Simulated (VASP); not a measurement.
The system is GdO.

```
CELL_PARAMETERS angstrom
0.00000 2.75295 2.75295
2.75295 0.00000 2.75295
2.75295 2.75295 0.00000
ATOMIC_POSITIONS crystal
Gd 0.00000 0.00000 0.00000
O 0.25000 0.25000 0.25000
```

Base run:

```yaml
Program: VASP 6.6.1
Functional: PBE
Potentials_or_basis: VASP PAW PBE potentials, release 64 (Gd, O)
Cutoff: 520 eV
k_mesh: 12 × 12 × 12
Occupations: fermi-dirac, width 0.03 eV
Spin: collinear spin, ferromagnetic start
Starting_moments: "[7.0, 0.0] μB"
```

Its results: pressure -5.3 GPa; net moment 7.55 μB per cell; site moments Gd +6.86; O -0.02 μB.

Question: The run is repeated on the same cell with these changes: functional from PBE to r2SCAN; moments at the start from [7.0, 0.0] to [7.0, 1.0]. What comes out?

Answer: Pressure -7.5 GPa; net moment 7.93 μB per cell; site moments Gd +6.98; O +0.03 μB.

Caveats: the cell stands under tension; a cell with one magnetic atom can't hold antiferromagnetic order, which such compounds often take; the PAW data sets were made with another functional, which shifts forces and pressure a little (at least some runs).
